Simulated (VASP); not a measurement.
SnSe2: single point with PBEsol

SnSe2:

```
Sn Se
1.0
     3.79479    0.00000    0.00000
    -1.89739    3.28638    0.00000
     0.00000    0.00000    5.81207
Sn Se
1 2
Direct
  0.00000 0.00000 0.00000
  0.33333 0.66667 0.27285
  0.66667 0.33333 0.72715
```

| Item | Value |
| --- | --- |
| Program | VASP 6.6.1 |
| Task | single point |
| Functional | PBEsol |
| Potentials or basis | VASP PAW PBE potentials, release 64 (Sn_d, Se) |
| Cutoff | 520 eV |
| k mesh | 8 × 8 × 4 |
| Occupations | gaussian, width 0.01 eV |
| Spin | no spin polarisation |
| Dipole correction | no |
| Further INCAR settings | ALGO = Normal; EDIFF = 1e-06; NBANDS = 20 |

| Property | Result |
| --- | --- |
| Pressure | 2.1 GPa |
| Largest force | 0.021 eV/Å |
| Band gap on the k mesh | 0.36 eV (least direct gap 0.73 eV) |

Forces in eV/Å, atoms in the order of the input:
```
Sn   0.000  0.000  0.000
Se   0.000  0.000  0.021
Se   0.000  0.000 -0.021
```

Levels at points of the mesh, in eV from the valence-band top:
| k point | band 9 | band 10 | band 11 | band 12 | band 13 | band 14 | band 15 | band 16 | band 17 | band 18 |
| --- | --- | --- | --- | --- | --- | --- | --- | --- | --- | --- |
| (0.00, 0.00, 0.00) | -0.87 | -0.87 | -0.77 | -0.77 | -0.12 | 0.61 | 2.74 | 4.40 | 4.40 | 7.96 |
| (0.50, 0.00, 0.00) | -4.65 | -3.71 | -2.99 | -2.14 | -0.46 | 1.11 | 3.27 | 4.55 | 4.61 | 6.96 |
| (0.00, 0.00, 0.50) | -2.87 | -1.10 | -1.10 | -0.40 | -0.40 | 2.51 | 2.59 | 3.88 | 3.88 | 6.89 |
| (0.50, 0.00, 0.50) | -5.54 | -2.59 | -2.21 | -1.40 | -1.31 | 0.56 | 3.60 | 4.33 | 5.52 | 6.00 |

It took 17 s on 1 thread of Intel(R) Xeon(R) 6975P-C (Granite Rapids), with other jobs on the host, peak memory 0.19 GiB.

Caveat: the PAW data sets were made with another functional, which shifts forces and pressure a little; spin-orbit coupling is left out, which moves the levels of the heavy elements. A k mesh can miss the band edges.
